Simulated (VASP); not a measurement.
# Ga3H5 (P6/mmm) in VASP: single point with PBE

Aim: the single point of Ga3H5 with PBE.

Program: VASP 6.6.1. These are calculated values, not measurements. Logs are shortened: lines on timing, memory, paths and dates and some standing lists are left out, and cuts for length are marked.

## 1. The cell of the first run

The structure is hexagonal, space group P6/mmm (No. 191). Conventional cell: a = 4.567 Å, b = 4.567 Å, c = 5.330 Å, α = 90.00°, β = 90.00°, γ = 120.00°. Ga (site symmetry -6m2) has 7 H at 2.26 to 3.07 Å and 3 Ga at 2.64 Å within 3.1 Å. Within 3.5 Å of Ga (site symmetry 6/mmm) lie 14 H at 2.66 to 2.67 Å. Within 1.1 Å of H (site symmetry 3m) lie 1 H at 0.82 Å. H (site symmetry 6/mmm) has 8 Ga at 2.64 to 2.66 Å and 12 H at 3.47 Å within 3.5 Å.

## 2. Single point, PBE

Input file POSCAR:

```
Ga3H5
1.0
    4.5672169255      0.0000000000      0.0000000000
   -2.2836084628      3.9553258821      0.0000000000
    0.0000000000      0.0000000000      5.3299210870
Ga H
3 5
Direct
    0.3333333333      0.6666666667      0.5000000000
    0.6666666667      0.3333333333      0.5000000000
    0.0000000000      0.0000000000      0.0000000000
    0.3333333333      0.6666666667      0.9234893407
    0.6666666667      0.3333333333      0.9234893407
    0.6666666667      0.3333333333      0.0765106593
    0.3333333333      0.6666666667      0.0765106593
    0.0000000000      0.0000000000      0.5000000000
```

Input file INCAR.step1:

```
  PREC = Accurate
  ENCUT = 520
  EDIFF = 1E-7
  ISMEAR = 0
  SIGMA = 0.1
  LREAL = F
  LASPH = T
  NELM = 100
  ALGO = Normal
  ISIF = 2
  LWAVE = F
  LCHARG = T
  GGA = PE
  NBANDS = 32
```

Input file KPOINTS.step1:

```
Automatic mesh
0
Gamma
  12 12 8
```

Input file INCAR.step2:

```
  PREC = Accurate
  ENCUT = 520
  EDIFF = 1E-7
  ISMEAR = -5
  SIGMA = 0.1
  LREAL = F
  LASPH = T
  NELM = 100
  ALGO = Normal
  ISIF = 2
  LWAVE = F
  LCHARG = F
  GGA = PE
  LORBIT = 10
  NEDOS = 2001
  ICHARG = 11
```

Input file KPOINTS.step2:

```
Automatic mesh
0
Gamma
  18 18 12
```

Potentials or basis: VASP PAW PBE potentials, release 64 (Ga_d, H).

Command:

```console
cat potpaw_PBE.64/Ga_d/POTCAR potpaw_PBE.64/H/POTCAR > POTCAR
cp INCAR.step1 INCAR
cp KPOINTS.step1 KPOINTS
mpirun -np 1 vasp_std > vasp.out
cp INCAR.step2 INCAR
cp KPOINTS.step2 KPOINTS
mpirun -np 1 vasp_std > vasp.out
```

OUTCAR:

```text
PREC = Accurate
   ENCUT = 520
   EDIFF = 1E-7
   ISMEAR = -5
   LREAL = F
   LASPH = T
   NELM = 100
   ISIF = 2
   GGA = PE
   LORBIT = 10
   ICHARG = 11

 ion  position               nearest neighbor table
   1  0.333  0.667  0.500-   2 2.64   2 2.64   2 2.64
   2  0.667  0.333  0.500-   1 2.64   1 2.64   1 2.64
   3  0.000  0.000  0.000-
   4  0.333  0.667  0.923-   7 0.82
   5  0.667  0.333  0.923-   6 0.82
   6  0.667  0.333  0.077-   5 0.82
   7  0.333  0.667  0.077-   4 0.82
   8  0.000  0.000  0.500-

  LATTYP: Found a hexagonal cell.
 ALAT       =     4.5672169255
 C/A-ratio  =     1.1669953878

  Lattice vectors:

 A1 = (   4.5672169255,   0.0000000000,   0.0000000000)
 A2 = (  -2.2836084628,   3.9553258821,   0.0000000000)
 A3 = (   0.0000000000,   0.0000000000,   5.3299210870)

Analysis of symmetry for initial positions (statically):
=====================================================================
 Subroutine PRICEL returns:
 Original cell was already a primitive cell.

 Routine SETGRP: Setting up the symmetry group for a
 hexagonal supercell.

 Subroutine GETGRP returns: Found 24 space group operations
 (whereof 24 operations were pure point group operations)
 out of a pool of 24 trial point group operations.

The static configuration has the point symmetry D_6h.

Analysis of symmetry for dynamics (positions and initial velocities):
=====================================================================
 Subroutine PRICEL returns:
 Original cell was already a primitive cell.

 Routine SETGRP: Setting up the symmetry group for a
 hexagonal supercell.

 Subroutine GETGRP returns: Found 24 space group operations
 (whereof 24 operations were pure point group operations)
 out of a pool of 24 trial point group operations.

The dynamic configuration has the point symmetry D_6h.

 Subroutine INISYM returns: Found 24 space group operations
 (whereof 24 operations are pure point group operations),
 and found     1 'primitive' translations

----------------------------------------------------------------------------------------

                                     Primitive cell

  volume of cell :      96.2841

  direct lattice vectors                    reciprocal lattice vectors
     4.567216926  0.000000000  0.000000000     0.218951720  0.126411834  0.000000000
    -2.283608463  3.955325882  0.000000000     0.000000000  0.252823669  0.000000000
     0.000000000  0.000000000  5.329921087     0.000000000  0.000000000  0.187620039

  length of vectors
     4.567216926  4.567216926  5.329921087     0.252823669  0.252823669  0.187620039

  position of ions in fractional coordinates (direct lattice)
     0.333333333  0.666666667  0.500000000
     0.666666667  0.333333333  0.500000000
     0.000000000  0.000000000  0.000000000
     0.333333333  0.666666667  0.923489341
     0.666666667  0.333333333  0.923489341
     0.666666667  0.333333333  0.076510659
     0.333333333  0.666666667  0.076510659
     0.000000000  0.000000000  0.500000000

  ion indices of the primitive-cell ions
   primitive index   ion index
                 1           1
                 2           2
                 3           3
                 4           4
                 5           5
                 6           6
                 7           7
                 8           8

----------------------------------------------------------------------------------------

 KPOINTS: Automatic mesh

Automatic generation of k-mesh.
 Grid dimensions read from file:
 generate k-points for:   18   18   12

 Generating k-lattice:

  Cartesian coordinates                     Fractional coordinates (reciprocal lattice)
     0.012163984  0.007022880  0.000000000     0.055555556  0.000000000  0.000000000
     0.000000000  0.014045759  0.000000000     0.000000000  0.055555556  0.000000000
     0.000000000  0.000000000  0.015635003     0.000000000  0.000000000  0.083333333

  Length of vectors
     0.014045759  0.014045759  0.015635003

  Shift w.r.t. Gamma in fractional coordinates (k-lattice)
     0.000000000  0.000000000  0.000000000

 TETIRR: Found   3954 inequivalent tetrahedra from    23328

 Subroutine IBZKPT returns following result:
 ===========================================

 Found    259 irreducible k-points:

 Following reciprocal coordinates:
            Coordinates               Weight
  0.000000  0.000000  0.000000      1.000000
  0.055556 -0.000000  0.000000      6.000000
  0.111111 -0.000000  0.000000      6.000000
  0.166667 -0.000000  0.000000      6.000000
  0.222222 -0.000000  0.000000      6.000000
  0.277778  0.000000  0.000000      6.000000
[... 16 lines left out ...]
  0.333333  0.111111  0.000000     12.000000
  0.388889  0.111111  0.000000     12.000000
 [... further k-points ...]
   k-points           NKPTS =    259   k-points in BZ     NKDIM =    259   number of bands    NBANDS=     27
   number of dos      NEDOS =   2001   number of ions     NIONS =      8
   total plane-waves  NPLWV =  51840
   dimension x,y,z NGX =    36 NGY =   36 NGZ =   40
   dimension x,y,z NGXF=    72 NGYF=   72 NGZF=   80
   ions per type =               3   5
   NGX,Y,Z   is equivalent  to a cutoff of  13.10, 13.10, 12.48 a.u.
   NGXF,Y,Z  is equivalent  to a cutoff of  26.21, 26.21, 24.95 a.u.
 SYSTEM =  unknown system
   PREC   = accura    normal or accurate (medium, high low for compatibility)
   ISTART =      0    job   : 0-new  1-cont  2-samecut
   ICHARG =     11    charge: 1-file 2-atom 10-const
   ISPIN  =      1    spin polarized calculation?
   LNONCOLLINEAR =      F non collinear calculations
   LSORBIT =      F    spin-orbit coupling
   LASPH  =      T    aspherical Exc in radial PAW
   ENCUT  =  520.0 eV  38.22 Ry    6.18 a.u.   8.49  8.49  9.91*2*pi/ulx,y,z
   NELM   =    100;   NELMIN=  2; NELMDL=  0     # of ELM steps
   EDIFF  = 0.1E-06   stopping-criterion for ELM
   LREAL  =      F    real-space projection
   EDIFFG = 0.1E-05   stopping-criterion for IOM
   NSW    =      0    number of steps for IOM
   IBRION =     -1    ionic relax: 0-MD 1-quasi-New 2-CG
   NFREE  =      0    steps in history (QN), initial steepest desc. (CG)
   ISIF   =      2    stress and relaxation
   ISYM   =      2    0-nonsym 1-usesym 2-fastsym
   POTIM  = 0.5000    time-step for ionic-motion
   TEBEG  =    0.0;   TEEND  =   0.0 temperature during run
   PSTRESS=    0.0 pullay stress
   NELECT =      44.0000    total number of electrons
   NUPDOWN=      -1.0000    fix difference up-down
   EMIN   =  10.00;   EMAX   =-10.00  energy-range for DOS
   EFERMI =   0.00;   METHOD = LEGACY
   ISMEAR =    -5;   SIGMA  =   0.10  broadening in eV -4-tet -1-fermi 0-gaus
   EFERMI_NEDOS =   21; number of points for ismear=-14 and -15
   IALGO  =     38    algorithm
   IMIX   =      4    mixing-type and parameters
     AMIX     =   0.40;   BMIX     =  1.00
     AMIX_MAG =   1.60;   BMIX_MAG =  1.00
  volume/ion in A,a.u.               =      12.04        81.22
  Fermi-wavevector in a.u.,A,eV,Ry     =   1.260978  2.382903 21.634153  1.590065
  Thomas-Fermi vector in A             =   2.394460
   LORBIT       =     10    0 simple, 1 ext, 2 COOP (PROOUT), +10 PAW based schemes
   GGA     = PE    functional components
   LHFCALC =     F    Hartree Fock is set to
   AEXX    =    0.0000 exact exchange contribution
   IVDW    =     0    specifies the selected vdW correction
   LEPSILON=     F    determine dielectric tensor
   LRPA    =     F    only Hartree local field effects (RPA)
 non-spin polarized calculation
 Fermi weights with tetrahedron method with Bloechl corrections
  energy-cutoff  :      520.00
  volume of cell :       96.28
 maximum number of plane-waves:      2632
 NGX is ok and might be reduce to    36

 number of electron      43.9999991 magnetization

 Free energy of the ion-electron system (eV)
  ---------------------------------------------------
  ext. energy  EPLUGINS =         0.00000000
  ---------------------------------------------------
  free energy    TOTEN  =       -22.28069518 eV

  energy without entropy =      -22.28069518  energy(sigma->0) =      -22.28069518

 E-fermi :   2.9274     XC(G=0):  -9.4688

 val. band max:        3.0424965872   @ k =   0.0000   0.0000   0.1667
 cond. band min:       2.8218713741   @ k =   0.3333   0.1111   0.2500
 fundamental gap:     -0.2206252131
 Fermi energy:         2.9273858741

 k-point     1 :       0.0000    0.0000    0.0000
  band No.  band energies     occupation
      1     -12.5319      2.00000
      2     -12.5319      2.00000
      3     -12.4585      2.00000
      4     -12.4585      2.00000
      5     -12.4494      2.00000
      6     -12.0746      2.00000
[... 19 lines left out ...]
     26       4.1698      0.00000
     27       5.8791      0.00000

 k-point     2 :       0.0556   -0.0000    0.0000
  band No.  band energies     occupation
      1     -12.5321      2.00000
      2     -12.5317      2.00000
      3     -12.4586      2.00000
      4     -12.4586      2.00000
      5     -12.4490      2.00000
      6     -12.0740      2.00000
[... 652 lines left out ...]
 k-point    24 :       0.3889    0.1111    0.0000
  band No.  band energies     occupation
      1     -12.5403      2.00000
      2     -12.5270      2.00000
      3     -12.4615      2.00000
      4     -12.4603      2.00000
      5     -12.4383      2.00000
      6     -12.0799      2.00000
[... 19 lines left out ...]
     26       5.3817      0.00000
     27       6.3867      0.00000

 [... further k-points ...]

------------------------ aborting loop because EDIFF is reached ----------------------------------------

  FORCE on cell =-STRESS in cart. coord.  units (eV):
  Direction    XX          YY          ZZ          XY          YZ          ZX
  --------------------------------------------------------------------------------------
  -------------------------------------------------------------------------------------
  Total       -0.2971683     -0.2971683     -0.0799589      0.0000000      0.0000000      0.0000000
  in kB       -4.9449106     -4.9449106     -1.3305237      0.0000000      0.0000000      0.0000000
  external PRESSURE =      -3.7401150 kB  Pullay stress =       0.0000000 kB

 VOLUME and BASIS-vectors are now :
 -----------------------------------------------------------------------------
  energy-cutoff  :      520.00
  volume of cell :       96.28
      direct lattice vectors                 reciprocal lattice vectors
     4.567216926  0.000000000  0.000000000     0.218951720  0.126411834  0.000000000
    -2.283608463  3.955325882  0.000000000     0.000000000  0.252823669  0.000000000
     0.000000000  0.000000000  5.329921087     0.000000000  0.000000000  0.187620039

 POSITION                                       TOTAL-FORCE (eV/Angst)
 -----------------------------------------------------------------------------------
     -0.00000      2.63688      2.66496        -0.000000      0.000000      0.000000
      2.28361      1.31844      2.66496         0.000000      0.000000     -0.000000
      0.00000      0.00000      0.00000         0.000000     -0.000000      0.000000
     -0.00000      2.63688      4.92213         0.000000     -0.000000     -0.010880
      2.28361      1.31844      4.92213         0.000000     -0.000000     -0.010880
      2.28361      1.31844      0.40780         0.000000     -0.000000      0.010880
     -0.00000      2.63688      0.40780         0.000000     -0.000000      0.010880
      0.00000      0.00000      2.66496         0.000000     -0.000000      0.000000
 -----------------------------------------------------------------------------------
    total drift:                               -0.000000      0.000000      0.000000

  FREE ENERGIE OF THE ION-ELECTRON SYSTEM (eV)
  ---------------------------------------------------
  free  energy   TOTEN  =       -22.2806951824 eV

  energy  without entropy=      -22.2806951824  energy(sigma->0) =      -22.28069518

 total charge

# of ion       s       p       d       tot
------------------------------------------
    1        1.050   0.532   9.945  11.527
    2        1.050   0.532   9.945  11.527
    3        1.238   0.200   9.935  11.374
    4        0.564   0.028   0.000   0.593
    5        0.564   0.028   0.000   0.593
    6        0.564   0.028   0.000   0.593
    7        0.564   0.028   0.000   0.593
    8        0.421   0.006   0.000   0.427
--------------------------------------------------
tot          6.016   1.384  29.826  37.225
```

Wall time 3.7 min (1 thread of Intel Xeon 6975P-C (Granite Rapids), shared host); peak memory 0.59 GiB.

Results:

```
Valence electrons inside the program's atomic spheres : Ga 11.53, 11.37 (each value once); H 0.59, 0.43 (each value once)
```

Levels at points of the mesh, in eV from the Fermi level:
```
           k point  band 18  band 19  band 20  band 21  band 22  band 23  band 24  band 25  band 26  band 27
(0.00, 0.00, 0.00)    -6.86    -3.32    -3.15     0.30     0.30     0.47     0.71     1.24     1.24     2.95
(0.50, 0.00, 0.00)    -5.72    -5.37    -4.00    -1.59    -1.15    -0.77    -0.45     2.26     2.57     3.80
(0.00, 0.00, 0.50)    -6.82    -3.06    -0.81    -0.64     0.53     0.53     1.49     1.93     1.93     2.18
(0.50, 0.00, 0.50)    -6.87    -6.14    -4.88    -2.14    -0.94     0.61     2.12     3.88     4.09     4.64
```
